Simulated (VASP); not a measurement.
## MgS: single point with PBE

The system is MgS.

```xyz
2
Lattice="0.0000 2.8098 2.8098 2.8098 0.0000 2.8098 2.8098 2.8098 0.0000" Properties=species:S:1:pos:R:3 pbc="T T T"
Mg    0.0000    0.0000    0.0000
S     2.8098    2.8098    2.8098
```

This cell differs from its parent crystal: strain +0.080 along x and y, +0.080 along z.

| Quantity | Value |
| --- | --- |
| Program | VASP 6.6.1 |
| Task | single point |
| Functional | PBE |
| Potentials or basis | VASP PAW PBE potentials, release 64 (Mg, S) |
| Cutoff | 520 eV |
| k mesh | 8 × 8 × 8 |
| Occupations | gaussian, width 0.05 eV |
| Spin | no spin polarisation |

The pressure is -10.5 GPa and the band gap on the k mesh is 2.14 eV, direct.

Levels at points of the mesh, in eV from the valence-band top:
| k point | band 1 | band 2 | band 3 | band 4 | band 5 | band 6 | band 7 | band 8 |
| --- | --- | --- | --- | --- | --- | --- | --- | --- |
| (0.00, 0.00, 0.00) | -11.56 | 0.00 | 0.00 | 0.00 | 2.14 | 7.99 | 7.99 | 7.99 |
| (0.50, 0.00, 0.00) | -10.76 | -3.75 | -0.37 | -0.37 | 4.18 | 6.56 | 6.56 | 7.71 |
| (0.50, 0.50, 0.00) | -10.54 | -3.12 | -1.23 | -1.23 | 2.24 | 4.94 | 9.89 | 11.14 |

Wall time 24 s on 1 thread of AMD EPYC 7R13, on a shared host, peak memory 0.14 GiB.

Caveat: the cell differs from its parent crystal (strain +0.080 along x and y, +0.080 along z). A k mesh can miss the band edges.
